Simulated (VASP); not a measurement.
Set up this calculation in VASP 6.6.1, as the native input.

```
Task                   : single point
Functional             : PBE
Potentials or basis    : VASP PAW PBE potentials, release 64 (Ba_sv)
Cutoff                 : 520 eV
k mesh                 : 7 × 7 × 1
Occupations            : fermi-dirac, width 0.05 eV
Spin                   : no spin polarisation
Dipole correction      : yes
Further INCAR settings : ALGO = Normal; EDIFF = 1e-07; NBANDS = 28
```

The structure of Ba lies in POSCAR:

```
Ba
1.0
    5.0249948434      0.0000000000      0.0000000000
    0.0000000000      5.0249948434      0.0000000000
    0.0000000000      0.0000000000     24.5375000000
Ba
4
Direct
    0.2500000000      0.2500000000      0.3461263328
    0.7500000000      0.7500000000      0.4530752031
    0.2500000000      0.2500000000      0.5469248890
    0.7500000000      0.7500000000      0.6538735745
```

The input as run:

INCAR

```
SYSTEM = Ba
  PREC = Accurate
  ENCUT = 520
  EDIFF = 1E-7
  ISMEAR = -1
  SIGMA = 0.05
  LREAL = .False.
  LASPH = .True.
  NELM = 80
  ALGO = Normal
  ISIF = 2
  LWAVE = .False.
  LCHARG = .True.
  LDIPOL = .True.
  IDIPOL = 3
  DIPOL = 0.5 0.5 0.500
  GGA = PE
  LELF = .True.
  LVHAR = .True.
  LVACPOTAV = .True.
  NBANDS = 28
```

KPOINTS

```
regular mesh
0
Gamma
  7 7 1
  0 0 0
```

Potentials or basis: VASP PAW PBE potentials, release 64 (Ba_sv).

Command:

```bash
$ cat potpaw_PBE.64/Ba_sv/POTCAR > POTCAR
$ mpirun -np 1 vasp_std > vasp.out
```

It gave:

```
Largest force          : 0.005 eV/Å
Band gap on the k mesh : zero (band 20 reaches -0.47 eV, above the bottom of band 21 at -0.99 eV)
```

Caveat: spin-orbit coupling is left out, which moves the levels of the heavy elements.

Run time: 8.8 min on 1 thread of AMD EPYC 7R43 64-Core Processor (Zen 3), on a shared host, peak memory 0.64 GiB.
